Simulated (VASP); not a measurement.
Here is a VASP 6.6.1 calculation.

Contents of POSCAR:

```
BP
1.0
    0.0000000000      2.2226808807      2.2226808807
    2.2226808807      0.0000000000      2.2226808807
    2.2226808807      2.2226808807      0.0000000000
P B
1 1
Direct
    0.7500000000      0.7500000000      0.7500000000
    0.0000000000      0.0000000000      0.0000000000
```

INCAR.step1

```
SYSTEM = BP
  PREC = Accurate
  ENCUT = 520
  EDIFF = 1E-5
  ISMEAR = -1
  SIGMA = 0.05
  LREAL = .FALSE.
  LASPH = .TRUE.
  NELM = 100
  ALGO = Normal
  ISIF = 2
  LWAVE = .TRUE.
  LCHARG = .FALSE.
  GGA = PE
  NBANDS = 11
```

The input INCAR.step2:

```
SYSTEM = BP
  PREC = Accurate
  ENCUT = 520
  EDIFF = 1E-6
  ISMEAR = -1
  SIGMA = 0.05
  LREAL = .FALSE.
  LASPH = .TRUE.
  NELM = 100
  ALGO = Normal
  ISIF = 2
  LWAVE = .FALSE.
  LCHARG = .FALSE.
  GGA = PE
  LHFCALC = .TRUE.
  AEXX = 0.25
  HFSCREEN = 0.3
  PRECFOCK = Normal
  ISTART = 1
  NBANDS = 11
```

The input KPOINTS:

```
Automatic mesh
0
G
  5 5 5
  0 0 0
```

Potentials or basis: VASP PAW PBE potentials, release 64 (P, B).

Run with:

```bash
$ cat potpaw_PBE.64/P/POTCAR potpaw_PBE.64/B/POTCAR > POTCAR
$ cp INCAR.step1 INCAR
$ mpirun -np 1 vasp_std > vasp.out
$ cp INCAR.step2 INCAR
$ mpirun -np 1 vasp_std > vasp.out
```

**Question.** Estimate the pressure.

**Answer.** 10.1 GPa.

**Question.** What does it give for the band gap on the k mesh?

**Answer.** 1.71 eV (least direct gap 4.26 eV).

Caveat: the k points lie up to 0.49 Å⁻¹ apart; the PAW data sets were made with another functional, which shifts forces and pressure a little; an odd mesh through Γ misses points on the zone boundary, where band edges can lie.
